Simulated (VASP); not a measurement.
A run of VASP 6.6.1:

Contents of INCAR:

```
PREC = Accurate ; ENCUT = 520
EDIFF = 1E-6 ; ISMEAR = 0
SIGMA = 0.1 ; LREAL = F
LASPH = T ; NELM = 60
ALGO = Fast ; ISIF = 2
LWAVE = F ; LCHARG = F
GGA = PE ; NBANDS = 12
ISYM = 0
```

The input KPOINTS:

```
regular mesh
0
Gamma
  12 12 14
```

File POSCAR:

```
Ti
1.0
    2.8571513840      0.0000000000      0.0000000000
   -1.4285756920      2.4743656810      0.0000000000
    1.4285756920      0.8247885603      2.4245237873
Ti
1
Direct
    0.0000000000      0.0000000000      0.0000000000
```

Potentials or basis: VASP PAW PBE potentials, release 64 (Ti_sv).

The run is started by

```sh
$ cat potpaw_PBE.64/Ti_sv/POTCAR > POTCAR
$ mpirun -np 1 vasp_std > vasp.out
```

Hardware: 1 thread of Intel(R) Xeon(R) 6975P-C (Granite Rapids) (shared host).

Task: How long does it take, and how much memory?

Result: Run time: 110 s on 1 thread of Intel(R) Xeon(R) 6975P-C (Granite Rapids) (shared host), peak memory 0.31 GiB. Counts: scf iterations 19, k points 1012.
